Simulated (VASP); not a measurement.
# Rb (I4/mmm) in VASP: single point with PBE

Aim: the single point of Rb with PBE.

Everything below comes from runs of VASP 6.6.1. Logs are shortened: lines on timing, memory, paths and dates and some standing lists are left out, and cuts for length are marked.

## 1. The cell of the first run

Symmetry: I4/mmm, No. 139, tetragonal system. Conventional cell: a = 5.836 Å, b = 5.836 Å, c = 5.163 Å, α = 90.00°, β = 90.00°, γ = 90.00°.

## 2. Single point, PBE (strain +0.040 along x and y, -0.080 along z)

INCAR reads:

```
SYSTEM = Rb
  ALGO = Fast
  EDIFF = 1E-7
  ENCUT = 520
  GGA = PE
  ISIF = 2
  ISMEAR = 0
  LASPH = .True.
  LCHARG = .False.
  LREAL = .False.
  LWAVE = .False.
  NBANDS = 10
  NELM = 80
  PREC = Accurate
  SIGMA = 0.15
```

KPOINTS reads:

```
k-points
0
Gamma
  12 12 12
  0 0 0
```

POSCAR reads:

```
Rb
1.0
   -2.9182400000      2.9182400000      2.5815200000
    2.9182400000     -2.9182400000      2.5815200000
    2.9182400000      2.9182400000     -2.5815200000
Rb
1
Direct
    0.0000000000      0.0000000000      0.0000000000
```

Potentials or basis: VASP PAW PBE potentials, release 64 (Rb_sv).

Launch:

```sh
cat potpaw_PBE.64/Rb_sv/POTCAR > POTCAR
mpirun -np 1 vasp_std > vasp.out
```

OUTCAR:

```text
SYSTEM = Rb
   EDIFF = 1E-7
   ENCUT = 520
   GGA = PE
   ISIF = 2
   ISMEAR = 0
   LASPH = .True.
   LREAL = .False.
   NELM = 80
   PREC = Accurate

 ion  position               nearest neighbor table
   1  0.000  0.000  0.000-

  LATTYP: Found a body centered tetragonal cell.
 ALAT       =     5.8364800000
 C/A-ratio  =     0.8846153846

  Lattice vectors:

 A1 = (  -2.9182400000,   2.9182400000,   2.5815200000)
 A2 = (   2.9182400000,  -2.9182400000,   2.5815200000)
 A3 = (   2.9182400000,   2.9182400000,  -2.5815200000)

Analysis of symmetry for initial positions (statically):
=====================================================================
 Subroutine PRICEL returns:
 Original cell was already a primitive cell.

 Routine SETGRP: Setting up the symmetry group for a
 body centered tetragonal supercell.

 Subroutine GETGRP returns: Found 16 space group operations
 (whereof 16 operations were pure point group operations)
 out of a pool of 16 trial point group operations.

The static configuration has the point symmetry D_4h.

Analysis of symmetry for dynamics (positions and initial velocities):
=====================================================================
 Subroutine PRICEL returns:
 Original cell was already a primitive cell.

 Routine SETGRP: Setting up the symmetry group for a
 body centered tetragonal supercell.

 Subroutine GETGRP returns: Found 16 space group operations
 (whereof 16 operations were pure point group operations)
 out of a pool of 16 trial point group operations.

The dynamic configuration has the point symmetry D_4h.

 Subroutine INISYM returns: Found 16 space group operations
 (whereof 16 operations are pure point group operations),
 and found     1 'primitive' translations

----------------------------------------------------------------------------------------

                                     Primitive cell

  volume of cell :      87.9382

  direct lattice vectors                    reciprocal lattice vectors
    -2.918240000  2.918240000  2.581520000     0.000000000  0.171336148  0.193684341
     2.918240000 -2.918240000  2.581520000     0.171336148  0.000000000  0.193684341
     2.918240000  2.918240000 -2.581520000     0.171336148  0.171336148  0.000000000

  length of vectors
     4.867904570  4.867904570  4.867904570     0.258591762  0.258591762  0.242305904

  position of ions in fractional coordinates (direct lattice)
     0.000000000  0.000000000  0.000000000

  ion indices of the primitive-cell ions
   primitive index   ion index
                 1           1

----------------------------------------------------------------------------------------

 KPOINTS: k-points

Automatic generation of k-mesh.
 Grid dimensions read from file:
 generate k-points for:   12   12   12

 Generating k-lattice:

  Cartesian coordinates                     Fractional coordinates (reciprocal lattice)
     0.000000000  0.014278012  0.016140362     0.083333333  0.000000000 -0.000000000
     0.014278012  0.000000000  0.016140362     0.000000000  0.083333333 -0.000000000
     0.014278012  0.014278012  0.000000000     0.000000000  0.000000000  0.083333333

  Length of vectors
     0.021549314  0.021549314  0.020192159

  Shift w.r.t. Gamma in fractional coordinates (k-lattice)
     0.000000000  0.000000000  0.000000000

 Subroutine IBZKPT returns following result:
 ===========================================

 Found    163 irreducible k-points:

 Following reciprocal coordinates:
            Coordinates               Weight
  0.000000  0.000000  0.000000      1.000000
  0.083333  0.000000  0.000000      8.000000
  0.166667  0.000000 -0.000000      8.000000
  0.250000  0.000000 -0.000000      8.000000
  0.333333  0.000000  0.000000      8.000000
  0.416667 -0.000000  0.000000      8.000000
[... 16 lines left out ...]
  0.500000  0.166667 -0.000000     16.000000
 -0.416667  0.166667 -0.000000     16.000000
 [... further k-points ...]
   k-points           NKPTS =    163   k-points in BZ     NKDIM =    163   number of bands    NBANDS=     10
   number of dos      NEDOS =    301   number of ions     NIONS =      1
   total plane-waves  NPLWV =  46656
   dimension x,y,z NGX =    36 NGY =   36 NGZ =   36
   dimension x,y,z NGXF=    72 NGYF=   72 NGZF=   72
   ions per type =               1
   NGX,Y,Z   is equivalent  to a cutoff of  12.29, 12.29, 12.29 a.u.
   NGXF,Y,Z  is equivalent  to a cutoff of  24.59, 24.59, 24.59 a.u.
 SYSTEM =  Rb
   PREC   = accura    normal or accurate (medium, high low for compatibility)
   ISTART =      0    job   : 0-new  1-cont  2-samecut
   ICHARG =      2    charge: 1-file 2-atom 10-const
   ISPIN  =      1    spin polarized calculation?
   LNONCOLLINEAR =      F non collinear calculations
   LSORBIT =      F    spin-orbit coupling
   LASPH  =      T    aspherical Exc in radial PAW
   ENCUT  =  520.0 eV  38.22 Ry    6.18 a.u.   9.05  9.05  9.05*2*pi/ulx,y,z
   NELM   =     80;   NELMIN=  2; NELMDL= -5     # of ELM steps
   EDIFF  = 0.1E-06   stopping-criterion for ELM
   LREAL  =      F    real-space projection
   EDIFFG = 0.1E-05   stopping-criterion for IOM
   NSW    =      0    number of steps for IOM
   IBRION =     -1    ionic relax: 0-MD 1-quasi-New 2-CG
   NFREE  =      0    steps in history (QN), initial steepest desc. (CG)
   ISIF   =      2    stress and relaxation
   ISYM   =      2    0-nonsym 1-usesym 2-fastsym
   POTIM  = 0.5000    time-step for ionic-motion
   TEBEG  =    0.0;   TEEND  =   0.0 temperature during run
   PSTRESS=    0.0 pullay stress
   NELECT =       9.0000    total number of electrons
   NUPDOWN=      -1.0000    fix difference up-down
   EMIN   =  10.00;   EMAX   =-10.00  energy-range for DOS
   EFERMI =   0.00;   METHOD = LEGACY
   ISMEAR =     0;   SIGMA  =   0.15  broadening in eV -4-tet -1-fermi 0-gaus
   EFERMI_NEDOS =   21; number of points for ismear=-14 and -15
   IALGO  =     68    algorithm
   IMIX   =      4    mixing-type and parameters
     AMIX     =   0.40;   BMIX     =  1.00
     AMIX_MAG =   1.60;   BMIX_MAG =  1.00
  volume/ion in A,a.u.               =      87.94       593.44
  Fermi-wavevector in a.u.,A,eV,Ry     =   0.765767  1.447089  7.978439  0.586399
  Thomas-Fermi vector in A             =   1.865959
   LORBIT       =      0    0 simple, 1 ext, 2 COOP (PROOUT), +10 PAW based schemes
   GGA     = PE    functional components
   LHFCALC =     F    Hartree Fock is set to
   AEXX    =    0.0000 exact exchange contribution
   IVDW    =     0    specifies the selected vdW correction
   LEPSILON=     F    determine dielectric tensor
   LRPA    =     F    only Hartree local field effects (RPA)
 non-spin polarized calculation
 RMM-DIIS sequential band-by-band and
 Gauss-broadening in eV      SIGMA  =   0.15
  energy-cutoff  :      520.00
  volume of cell :       87.94
 maximum number of plane-waves:      2414
   NGX = 19   NGY = 19   NGZ = 19

 number of electron       9.0000000 magnetization

 Free energy of the ion-electron system (eV)
  ---------------------------------------------------
  ext. energy  EPLUGINS =         0.00000000
  ---------------------------------------------------
  free energy    TOTEN  =        -0.93777607 eV

  energy without entropy =       -0.92759508  energy(sigma->0) =       -0.93268557

 E-fermi :   0.0867     XC(G=0):  -5.5487

 val. band max:        0.0323963036   @ k =  -0.4167   0.4167   0.1667
 cond. band min:       0.0969257849   @ k =   0.5000   0.4167  -0.0000
 fundamental gap:      0.0645294813
 Fermi energy:         0.0867459314

 k-point     1 :       0.0000    0.0000    0.0000
  band No.  band energies     occupation
      1     -28.7968      2.00000
      2     -12.8359      2.00000
      3     -12.8359      2.00000
      4     -12.8345      2.00000
      5      -1.9273      2.00000
      6       3.3947      0.00000
      7       4.0755      0.00000
      8       4.0755      0.00000
      9       4.2984      0.00000
     10       5.2026      0.00000

 k-point     2 :       0.0833    0.0000    0.0000
  band No.  band energies     occupation
      1     -28.7965      2.00000
      2     -12.8426      2.00000
      3     -12.8383      2.00000
      4     -12.8357      2.00000
      5      -1.8382      2.00000
      6       3.3761      0.00000
      7       3.8922      0.00000
      8       4.0201      0.00000
      9       4.3009      0.00000
     10       5.0157      0.00000

 k-point     3 :       0.1667    0.0000   -0.0000
  band No.  band energies     occupation
      1     -28.7955      2.00000
      2     -12.8630      2.00000
      3     -12.8451      2.00000
      4     -12.8371      2.00000
      5      -1.5770      2.00000
      6       3.2179      0.00000
      7       3.3448      0.00000
      8       4.0792      0.00000
      9       4.4131      0.00000
     10       4.8239      0.00000

 k-point     4 :       0.2500    0.0000   -0.0000
  band No.  band energies     occupation
      1     -28.7942      2.00000
      2     -12.8904      2.00000
      3     -12.8544      2.00000
      4     -12.8390      2.00000
      5      -1.1621      2.00000
      6       2.6920      0.00000
      7       2.9456      0.00000
      8       4.3838      0.00000
      9       4.5660      0.00000
     10       4.7775      0.00000

 k-point     5 :       0.3333    0.0000    0.0000
  band No.  band energies     occupation
      1     -28.7929      2.00000
      2     -12.9174      2.00000
      3     -12.8636      2.00000
      4     -12.8409      2.00000
      5      -0.6256      2.00000
      6       2.0524      0.00000
      7       2.6997      0.00000
      8       4.6636      0.00000
      9       4.8156      0.00000
     10       4.8559      0.00000

 k-point     6 :       0.4167   -0.0000    0.0000
  band No.  band energies     occupation
      1     -28.7919      2.00000
      2     -12.9369      2.00000
      3     -12.8703      2.00000
      4     -12.8423      2.00000
      5      -0.0233      1.70061
      6       1.4394      0.00000
      7       2.5393      0.00000
      8       4.5508      0.00000
      9       4.9945      0.00000
     10       5.4350      0.00000
[... 183 lines left out ...]
 k-point    21 :       0.3333    0.1667    0.0000
  band No.  band energies     occupation
      1     -28.7916      2.00000
      2     -12.9327      2.00000
      3     -12.8763      2.00000
      4     -12.8509      2.00000
      5       0.2603      0.10181
      6       1.4407      0.00000
      7       2.2551      0.00000
      8       4.1795      0.00000
      9       4.7965      0.00000
     10       5.8099      0.00000

 k-point    22 :       0.4167    0.1667    0.0000
  band No.  band energies     occupation
      1     -28.7913      2.00000
      2     -12.9347      2.00000
      3     -12.8813      2.00000
      4     -12.8497      2.00000
      5       0.6425      0.00000
      6       1.0900      0.00000
      7       2.1791      0.00000
      8       4.0700      0.00000
      9       5.0222      0.00000
     10       5.4915      0.00000

 k-point    23 :       0.5000    0.1667   -0.0000
  band No.  band energies     occupation
      1     -28.7918      2.00000
      2     -12.9282      2.00000
      3     -12.8786      2.00000
      4     -12.8474      2.00000
      5       0.1109      0.82011
      6       1.5877      0.00000
      7       2.2278      0.00000
      8       4.1983      0.00000
      9       4.8789      0.00000
     10       5.3658      0.00000

 k-point    24 :      -0.4167    0.1667   -0.0000
  band No.  band energies     occupation
      1     -28.7927      2.00000
      2     -12.9150      2.00000
      3     -12.8689      2.00000
      4     -12.8442      2.00000
      5      -0.4855      2.00000
      6       2.0500      0.00000
      7       2.4789      0.00000
      8       4.4596      0.00000
      9       4.5728      0.00000
     10       5.2573      0.00000

 [... further k-points ...]

------------------------ aborting loop because EDIFF is reached ----------------------------------------

  FORCE on cell =-STRESS in cart. coord.  units (eV):
  Direction    XX          YY          ZZ          XY          YZ          ZX
  --------------------------------------------------------------------------------------
  -------------------------------------------------------------------------------------
  Total        0.0397866      0.0397866      0.1078749      0.0000000      0.0000000      0.0000000
  in kB        0.7248862      0.7248862      1.9654110      0.0000000      0.0000000      0.0000000
  external PRESSURE =       1.1383945 kB  Pullay stress =       0.0000000 kB

 VOLUME and BASIS-vectors are now :
 -----------------------------------------------------------------------------
  energy-cutoff  :      520.00
  volume of cell :       87.94
      direct lattice vectors                 reciprocal lattice vectors
    -2.918240000  2.918240000  2.581520000     0.000000000  0.171336148  0.193684341
     2.918240000 -2.918240000  2.581520000     0.171336148  0.000000000  0.193684341
     2.918240000  2.918240000 -2.581520000     0.171336148  0.171336148  0.000000000

 POSITION                                       TOTAL-FORCE (eV/Angst)
 -----------------------------------------------------------------------------------
      0.00000      0.00000      0.00000         0.000000      0.000000     -0.000000
 -----------------------------------------------------------------------------------
    total drift:                               -0.000000     -0.000000      0.000000

  FREE ENERGIE OF THE ION-ELECTRON SYSTEM (eV)
  ---------------------------------------------------
  free  energy   TOTEN  =        -0.9377760727 eV

  energy  without entropy=       -0.9275950754  energy(sigma->0) =       -0.93268557
```

Wall time 4.5 min (1 thread of Intel Xeon 8259CL, shared host); peak memory 0.26 GiB.

Results:

```
Free energy            : -0.9378 eV
Pressure               : 0.1 GPa
Band gap on the k mesh : zero (an odd number of electrons rules out a gap without spin polarisation)
```

Stress tensor (GPa, compression positive):
```
0.07 0.00 0.00
0.00 0.07 0.00
0.00 0.00 0.20
```

Caveat: the cell differs from its parent crystal (strain +0.040 along x and y, -0.080 along z).
